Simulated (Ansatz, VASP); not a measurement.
# Two plane-wave programs on ZrS2

File INCAR:

```
SYSTEM = ZrS2
ALGO = Normal ; DIPOL = 0.5 0.5 0.500
EDIFF = 1E-6 ; ENCUT = 400
GGA = PE ; GGA_COMPAT = .False.
IDIPOL = 3 ; ISIF = 2
ISMEAR = 0 ; IVDW = 12
LASPH = .True. ; LCHARG = .False.
LDIPOL = .True. ; LREAL = .False.
LWAVE = .False. ; NBANDS = 19
NELM = 120 ; NELMDL = -8
PREC = Accurate ; SIGMA = 0.02
```

Contents of KPOINTS:

```
k-points
0
Gamma
  9 9 1
  0 0 0
```

Contents of POSCAR:

```
ZrS2
1.0
    3.7220000000      0.0000000000      0.0000000000
   -1.8610000000      3.2233465529      0.0000000000
    0.0000000000      0.0000000000     31.8416303012
S Zr
2 1
Direct
    0.6666666667      0.3333333333      0.4506149658
    0.3333333333      0.6666666667      0.5493850342
    0.0000000000      0.0000000000      0.5000000000
```

Input for Ansatz:

```yaml
crystal:
  lattice:
    - [3.722, 0.0, 0.0]
    - [-1.861, 3.2233465529, 0.0]
    - [0.0, 0.0, 31.8416303012]
  atoms:
    - { symbol: S, position: [0.6666666667, 0.3333333333, 0.4506149658] }
    - { symbol: Zr, position: [0.0, 0.0, 0.5] }
    - { symbol: S, position: [0.3333333333, 0.6666666667, 0.5493850342] }
  periodic: [true, true, false]
basis:
  ecutwfc: 420
kpoints:
  mp_grid: { grid: [9, 9, 1] }
hamiltonian:
  xc: pbe
  pseudopotentials: { kind: paw, azcp: { folder: soft_1 } }
  dispersion: d3bj
scf:
  occupations: { method: gaussian, width: 0.02 }
output:
  forces: true
  stress: true
  eigenvalues: true
```

Alike in both runs: task single point; functional PBE; dispersion D3(BJ); k mesh 9 × 9 × 1; occupations gaussian, width 0.02 eV; no spin polarisation.

|  | VASP | Ansatz |
| --- | --- | --- |
| version | VASP 6.6.1 | Ansatz 0.2.0 |
| potentials or method | VASP PAW PBE potentials, release 64 (S, Zr_sv), cutoff 400 eV | scalar-relativistic, plane waves, PAW |
| valence electrons in the cell | 24 | 24 |

|  | VASP | Ansatz | Ansatz less VASP |
| --- | --- | --- | --- |
| gap on the k mesh at the Fermi level (eV) | 0.91 | 0.91 | +0.002 |
| least direct gap on the mesh (eV) | 1.61 | 1.61 | -0.004 |
| rms of the force components (eV/Å) | 0.689 | 0.691 | +0.0024 |
